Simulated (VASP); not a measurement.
Crystal: Hf3OF3.

```
Hf O F
1.0
     4.65849    0.00000    0.00000
     0.00000    4.65849    0.00000
     0.00000    0.00000    4.65849
Hf O F
3 1 3
Direct
  0.50000 0.00000 0.00000
  0.00000 0.50000 0.00000
  0.00000 0.00000 0.50000
  0.00000 0.00000 0.00000
  0.00000 0.50000 0.50000
  0.50000 0.00000 0.50000
  0.50000 0.50000 0.00000
```

- Program: VASP 6.6.1
- Task: relaxation of cell and atoms
- Functional: PBE
- Potentials or basis: VASP PAW PBE potentials, release 64 (Hf_pv, O, F)
- Cutoff: 600 eV
- k mesh: 8 × 8 × 8
- Occupations: gaussian, width 0.1 eV
- Spin: no spin polarisation

At the start: pressure -3.1 GPa; volume 14.44 Å³/atom.

Q: Where does the relaxation end?

A: Over 3 steps the energy falls by 3.9 meV/atom and the volume is 14.04 Å³/atom (-2.8 %); space group Pm-3m (No. 221, to 0.05 Å).

Step by step:
| step | energy change (eV) | largest force (eV/Å) | pressure (GPa) | volume (Å³) |
| --- | --- | --- | --- | --- |
| 1 | 0.0000 | 0.0000 | -3.08 | 101.10 |
| 2 | -0.0218 | 0.0000 | 1.54 | 97.09 |
| 3 | -0.0276 | 0.0000 | -0.01 | 98.31 |

Final structure:
```
Hf O F
1.0
     4.61532    0.00000    0.00000
     0.00000    4.61532    0.00000
     0.00000    0.00000    4.61532
Hf O F
3 1 3
Direct
  0.50000 0.00000 0.00000
  0.00000 0.50000 0.00000
  0.00000 0.00000 0.50000
  0.00000 0.00000 0.00000
  0.00000 0.50000 0.50000
  0.50000 0.00000 0.50000
  0.50000 0.50000 0.00000
```

Caveat: an odd number of electrons without spin polarisation forces a metal; a magnetic or distorted state may lie lower.
